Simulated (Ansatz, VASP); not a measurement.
One calculation of As, two programs

```
As
1.0
     2.67556   -2.85909    0.00000
     2.67556    2.85909    0.00000
     0.00000    0.00000    2.93029
As
2
Direct
  0.29015 0.70985 0.50000
  0.70985 0.29015 0.50000
```

Alike in both runs: functional PBE; k mesh 6 × 6 × 4; occupations gaussian, width 0.1 eV; no spin polarisation.

Ansatz relaxed the structure, and its values are those at the end. VASP's run is a single point on that final structure, the one shown.

|  | VASP | Ansatz |
| --- | --- | --- |
| version | VASP 6.6.1 | Ansatz 0.2.0 |
| potentials or method | VASP PAW PBE potentials, release 64 (As_d), cutoff 510 eV | scalar-relativistic, plane waves, PAW |
| valence electrons in the cell | 30 | 30 |

```csv
,VASP,Ansatz,Ansatz less VASP
gap on the k mesh at the Fermi level (eV),none,none,-
pressure (GPa),0.1,0.1,-0.05
rms of the force components (eV/Å),0.008,0.009,+0.0013
```

A gap of «none» marks a metal or a gap that the smearing closes. The functional is the same, so the differences come from potentials, cutoffs and numerics.

The k mesh is coarse, so the values compare programs but aren't converged.
